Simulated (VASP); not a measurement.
# La (Im-3m) in VASP: a series of runs

La is run at these levels: LDA; tasks: electric field gradients.

All numbers are computed with VASP 6.6.1; they aren't measurements. Logs are shortened: lines on timing, memory, paths and dates and some standing lists are left out, and cuts for length are marked.

## 1. The cell of the first run

It takes space group Im-3m (No. 229, cubic). The conventional cell has a = 4.248 Å, b = 4.248 Å, c = 4.248 Å, α = 90.00°, β = 90.00°, γ = 90.00°. Within 4.8 Å of La (site symmetry m-3m) lie 14 La at 3.68 to 4.25 Å.

## 2. Electric field gradients, LDA

File INCAR:

```
PREC = Accurate
ENCUT = 520
EDIFF = 1E-8
ISMEAR = -1
SIGMA = 0.03
LREAL = F
LASPH = T
NELM = 100
ALGO = Normal
ISIF = 2
LWAVE = F
LCHARG = F
GGA = CA
LEFG = T
NBANDS = 12
```

File KPOINTS:

```
Automatic mesh
0
Gamma
  11 11 11
```

File POSCAR:

```
La
1.0
   -2.1238310710      2.1238310710      2.1238310710
    2.1238310710     -2.1238310710      2.1238310710
    2.1238310710      2.1238310710     -2.1238310710
La
1
Direct
    0.0000000000      0.0000000000      0.0000000000
```

Potentials or basis: VASP PAW LDA potentials, release 64 (La).

The run is started by

```bash
> cat potpaw_LDA.64/La/POTCAR > POTCAR
> mpirun -np 1 vasp_std > vasp.out
```

OUTCAR:

```text
PREC = Accurate
   ENCUT = 520
   EDIFF = 1E-8
   ISMEAR = -1
   LREAL = F
   LASPH = T
   NELM = 100
   ISIF = 2
   GGA = CA

 ion  position               nearest neighbor table
   1  0.000  0.000  0.000-

  LATTYP: Found a body centered cubic cell.
 ALAT       =     4.2476621420

  Lattice vectors:

 A1 = (  -2.1238310710,   2.1238310710,   2.1238310710)
 A2 = (   2.1238310710,  -2.1238310710,   2.1238310710)
 A3 = (   2.1238310710,   2.1238310710,  -2.1238310710)

Analysis of symmetry for initial positions (statically):
=====================================================================
 Subroutine PRICEL returns:
 Original cell was already a primitive cell.

 Routine SETGRP: Setting up the symmetry group for a
 body centered cubic supercell.

 Subroutine GETGRP returns: Found 48 space group operations
 (whereof 48 operations were pure point group operations)
 out of a pool of 48 trial point group operations.

The static configuration has the point symmetry O_h .

Analysis of symmetry for dynamics (positions and initial velocities):
=====================================================================
 Subroutine PRICEL returns:
 Original cell was already a primitive cell.

 Routine SETGRP: Setting up the symmetry group for a
 body centered cubic supercell.

 Subroutine GETGRP returns: Found 48 space group operations
 (whereof 48 operations were pure point group operations)
 out of a pool of 48 trial point group operations.

The dynamic configuration has the point symmetry O_h .

 Subroutine INISYM returns: Found 48 space group operations
 (whereof 48 operations are pure point group operations),
 and found     1 'primitive' translations

----------------------------------------------------------------------------------------

                                     Primitive cell

  volume of cell :      38.3195

  direct lattice vectors                    reciprocal lattice vectors
    -2.123831071  2.123831071  2.123831071     0.000000000  0.235423620  0.235423620
     2.123831071 -2.123831071  2.123831071     0.235423620  0.000000000  0.235423620
     2.123831071  2.123831071 -2.123831071     0.235423620  0.235423620  0.000000000

  length of vectors
     3.678583322  3.678583322  3.678583322     0.332939277  0.332939277  0.332939277

  position of ions in fractional coordinates (direct lattice)
     0.000000000  0.000000000  0.000000000

  ion indices of the primitive-cell ions
   primitive index   ion index
                 1           1

----------------------------------------------------------------------------------------

 KPOINTS: Automatic mesh

Automatic generation of k-mesh.
 Grid dimensions read from file:
 generate k-points for:   11   11   11

 Generating k-lattice:

  Cartesian coordinates                     Fractional coordinates (reciprocal lattice)
     0.000000000  0.021402147  0.021402147     0.090909091  0.000000000  0.000000000
     0.021402147  0.000000000  0.021402147     0.000000000  0.090909091  0.000000000
     0.021402147  0.021402147  0.000000000     0.000000000  0.000000000  0.090909091

  Length of vectors
     0.030267207  0.030267207  0.030267207

  Shift w.r.t. Gamma in fractional coordinates (k-lattice)
     0.000000000  0.000000000  0.000000000

 Subroutine IBZKPT returns following result:
 ===========================================

 Found     56 irreducible k-points:

 Following reciprocal coordinates:
            Coordinates               Weight
  0.000000  0.000000  0.000000      1.000000
  0.090909  0.000000  0.000000     12.000000
  0.181818  0.000000  0.000000     12.000000
  0.272727  0.000000  0.000000     12.000000
  0.363636  0.000000  0.000000     12.000000
  0.454545  0.000000  0.000000     12.000000
[... 16 lines left out ...]
  0.272727  0.181818  0.090909     48.000000
  0.363636  0.181818  0.090909     24.000000
 [... further k-points ...]
   k-points           NKPTS =     56   k-points in BZ     NKDIM =     56   number of bands    NBANDS=     12
   number of dos      NEDOS =    301   number of ions     NIONS =      1
   total plane-waves  NPLWV =  21952
   dimension x,y,z NGX =    28 NGY =   28 NGZ =   28
   dimension x,y,z NGXF=    56 NGYF=   56 NGZF=   56
   ions per type =               1
   NGX,Y,Z   is equivalent  to a cutoff of  12.65, 12.65, 12.65 a.u.
   NGXF,Y,Z  is equivalent  to a cutoff of  25.31, 25.31, 25.31 a.u.
 SYSTEM =  unknown system
   PREC   = accura    normal or accurate (medium, high low for compatibility)
   ISTART =      0    job   : 0-new  1-cont  2-samecut
   ICHARG =      2    charge: 1-file 2-atom 10-const
   ISPIN  =      1    spin polarized calculation?
   LNONCOLLINEAR =      F non collinear calculations
   LSORBIT =      F    spin-orbit coupling
   LASPH  =      T    aspherical Exc in radial PAW
   ENCUT  =  520.0 eV  38.22 Ry    6.18 a.u.   6.84  6.84  6.84*2*pi/ulx,y,z
   NELM   =    100;   NELMIN=  2; NELMDL= -5     # of ELM steps
   EDIFF  = 0.1E-07   stopping-criterion for ELM
   LREAL  =      F    real-space projection
   EDIFFG = 0.1E-06   stopping-criterion for IOM
   NSW    =      0    number of steps for IOM
   IBRION =     -1    ionic relax: 0-MD 1-quasi-New 2-CG
   NFREE  =      0    steps in history (QN), initial steepest desc. (CG)
   ISIF   =      2    stress and relaxation
   ISYM   =      2    0-nonsym 1-usesym 2-fastsym
   POTIM  = 0.5000    time-step for ionic-motion
   TEBEG  =    0.0;   TEEND  =   0.0 temperature during run
   PSTRESS=    0.0 pullay stress
   NELECT =      11.0000    total number of electrons
   NUPDOWN=      -1.0000    fix difference up-down
   EMIN   =  10.00;   EMAX   =-10.00  energy-range for DOS
   EFERMI =   0.00;   METHOD = LEGACY
   ISMEAR =    -1;   SIGMA  =   0.03  broadening in eV -4-tet -1-fermi 0-gaus
   EFERMI_NEDOS =   21; number of points for ismear=-14 and -15
   IALGO  =     38    algorithm
   IMIX   =      4    mixing-type and parameters
     AMIX     =   0.40;   BMIX     =  1.00
     AMIX_MAG =   1.60;   BMIX_MAG =  1.00
  volume/ion in A,a.u.               =      38.32       258.59
  Fermi-wavevector in a.u.,A,eV,Ry     =   1.079939  2.040788 15.868033  1.166268
  Thomas-Fermi vector in A             =   2.215917
   LORBIT       =      0    0 simple, 1 ext, 2 COOP (PROOUT), +10 PAW based schemes
   GGA     = CA    functional components
   LHFCALC =     F    Hartree Fock is set to
   AEXX    =    0.0000 exact exchange contribution
   IVDW    =     0    specifies the selected vdW correction
   LEPSILON=     F    determine dielectric tensor
   LRPA    =     F    only Hartree local field effects (RPA)
 non-spin polarized calculation
  energy-cutoff  :      520.00
  volume of cell :       38.32
 maximum number of plane-waves:      1055
   NGX = 13   NGY = 13   NGZ = 13

 number of electron      10.9999999 magnetization

 Free energy of the ion-electron system (eV)
  ---------------------------------------------------
  ext. energy  EPLUGINS =         0.00000000
  ---------------------------------------------------
  free energy    TOTEN  =        -5.36185656 eV

  energy without entropy =       -5.34784942  energy(sigma->0) =       -5.35485299

 E-fermi :   7.3505     XC(G=0):  -9.6397

 val. band max:        7.3453204992   @ k =   0.3636   0.0000   0.0000
 cond. band min:       7.3522107296   @ k =   0.2727   0.2727   0.1818
 fundamental gap:      0.0068902304
 Fermi energy:         7.3504677442

 k-point     1 :       0.0000    0.0000    0.0000
  band No.  band energies     occupation
      1     -25.4637      2.00000
      2      -8.4949      2.00000
      3      -8.4949      2.00000
      4      -8.4949      2.00000
      5       4.1424      2.00000
      6       8.6399      0.00000
      7       8.6399      0.00000
      8       8.6399      0.00000
      9       8.7843      0.00000
     10       8.7843      0.00000
     11       8.7843      0.00000
     12       9.2966      0.00000

 k-point     2 :       0.0909    0.0000    0.0000
  band No.  band energies     occupation
      1     -25.4492      2.00000
      2      -8.6096      2.00000
      3      -8.5286      2.00000
      4      -8.4962      2.00000
      5       4.3928      2.00000
      6       8.3603      0.00000
      7       8.3779      0.00000
      8       8.6348      0.00000
      9       8.8211      0.00000
     10       8.9437      0.00000
     11       8.9499      0.00000
     12       9.3260      0.00000

 k-point     3 :       0.1818    0.0000    0.0000
  band No.  band energies     occupation
      1     -25.4100      2.00000
      2      -8.9038      2.00000
      3      -8.6174      2.00000
      4      -8.4997      2.00000
      5       5.0231      2.00000
      6       7.9968      0.00000
      7       8.0002      0.00000
      8       8.6262      0.00000
      9       8.8700      0.00000
     10       9.0155      0.00000
     11       9.0693      0.00000
     12       9.2374      0.00000

 k-point     4 :       0.2727    0.0000    0.0000
  band No.  band energies     occupation
      1     -25.3579      2.00000
      2      -9.2640      2.00000
      3      -8.7304      2.00000
      4      -8.5045      2.00000
      5       5.6089      2.00000
      6       7.6285      0.00019
      7       7.9540      0.00000
      8       8.6260      0.00000
      9       8.9016      0.00000
     10       9.0147      0.00000
     11       9.1380      0.00000
     12       9.2232      0.00000

 k-point     5 :       0.3636    0.0000    0.0000
  band No.  band energies     occupation
      1     -25.3093      2.00000
      2      -9.5745      2.00000
      3      -8.8310      2.00000
      4      -8.5091      2.00000
      5       5.7046      2.00000
      6       7.3453      1.08558
      7       8.4472      0.00000
      8       8.6359      0.00000
      9       8.9217      0.00000
     10       9.0579      0.00000
     11       9.1731      0.00000
     12       9.2394      0.00000
[... 228 lines left out ...]
      1     -25.4350      2.00000
      2      -8.6519      2.00000
      3      -8.5629      2.00000
      4      -8.5629      2.00000
      5       4.6355      2.00000
      6       8.3406      0.00000
      7       8.3406      0.00000
      8       8.4498      0.00000
      9       8.7408      0.00000
     10       9.0290      0.00000
     11       9.0290      0.00000
     12       9.2129      0.00000

 k-point    22 :       0.1818    0.1818    0.0909
  band No.  band energies     occupation
      1     -25.3056      2.00000
      2      -9.4923      2.00000
      3      -8.8335      2.00000
      4      -8.6761      2.00000
      5       6.6371      2.00000
      6       7.3375      1.21276
      7       7.5478      0.00278
      8       8.8716      0.00000
      9       9.0019      0.00000
     10       9.0505      0.00000
     11       9.0580      0.00000
     12       9.2503      0.00000

 k-point    23 :       0.2727    0.1818    0.0909
  band No.  band energies     occupation
      1     -25.2769      2.00000
      2      -9.5546      2.00000
      3      -9.0045      2.00000
      4      -8.7103      2.00000
      5       6.6718      2.00000
      6       7.3091      1.59718
      7       8.1643      0.00000
      8       8.8936      0.00000
      9       8.9671      0.00000
     10       9.0865      0.00000
     11       9.1208      0.00000
     12       9.2573      0.00000

 k-point    24 :       0.3636    0.1818    0.0909
  band No.  band energies     occupation
      1     -25.2662      2.00000
      2      -9.5612      2.00000
      3      -9.0877      2.00000
      4      -8.7202      2.00000
      5       6.6214      2.00000
      6       7.2975      1.70741
      7       8.5751      0.00000
      8       8.8821      0.00000
      9       8.9305      0.00000
     10       9.1083      0.00000
     11       9.1827      0.00000
     12       9.2109      0.00000

 [... further k-points ...]
[... 5 lines left out ...]
  --------------------------------------------------------------------------------------
  -------------------------------------------------------------------------------------
  Total       -0.8689342     -0.8689342     -0.8689342      0.0000000      0.0000000     -0.0000000
  in kB      -36.3310169    -36.3310169    -36.3310169      0.0000000      0.0000000     -0.0000000
  external PRESSURE =     -36.3310169 kB  Pullay stress =       0.0000000 kB

 VOLUME and BASIS-vectors are now :
 -----------------------------------------------------------------------------
  energy-cutoff  :      520.00
  volume of cell :       38.32
      direct lattice vectors                 reciprocal lattice vectors
    -2.123831071  2.123831071  2.123831071     0.000000000  0.235423620  0.235423620
     2.123831071 -2.123831071  2.123831071     0.235423620  0.000000000  0.235423620
     2.123831071  2.123831071 -2.123831071     0.235423620  0.235423620  0.000000000

 POSITION                                       TOTAL-FORCE (eV/Angst)
 -----------------------------------------------------------------------------------
      0.00000      0.00000      0.00000        -0.000000     -0.000000     -0.000000
 -----------------------------------------------------------------------------------
    total drift:                               -0.000000      0.000000      0.000000

  FREE ENERGIE OF THE ION-ELECTRON SYSTEM (eV)
  ---------------------------------------------------
  free  energy   TOTEN  =        -5.3618565590 eV

  energy  without entropy=       -5.3478494173  energy(sigma->0) =       -5.35485299

 Electric field gradients (V/A^2)
---------------------------------------------------------------------
 ion       V_xx      V_yy      V_zz      V_xy      V_xz      V_yz
---------------------------------------------------------------------
   1      -0.000    -0.000    -0.000    -0.000    -0.000    -0.000
---------------------------------------------------------------------

 Electric field gradients after diagonalization (V/A^2)
 (convention: |V_zz| > |V_xx| > |V_yy|)
----------------------------------------------------------------------
 ion       V_xx      V_yy      V_zz     asymmetry (V_yy - V_xx)/ V_zz
----------------------------------------------------------------------
   1       0.000     0.000    -0.001       0.000
----------------------------------------------------------------------

           NMR quadrupolar parameters

 Cq : quadrupolar parameter    Cq=e*Q*V_zz/h
 eta: asymmetry parameters     (V_yy - V_xx)/ V_zz
 Q  : nuclear electric quadrupole moment in mb (millibarn)
----------------------------------------------------------------------
 ion       Cq(MHz)       eta       Q (mb)
----------------------------------------------------------------------
   1      -0.000       0.000       1.000
----------------------------------------------------------------------
```

Run time: 39 s. Hardware: 1 thread of Intel Xeon Platinum 8375C at 2.90GHz (Ice Lake), shared host; peak memory 0.16 GiB.

Results:

```
Free energy : -5.3619 eV
Pressure    : -3.6 GPa
```

Caveat: without QUAD_EFG the Cq values of the log hold for a quadrupole moment of 1 mb, not for the nuclei; spin-orbit coupling is left out, which moves the levels of the heavy elements.

[end of part 1 of 2]
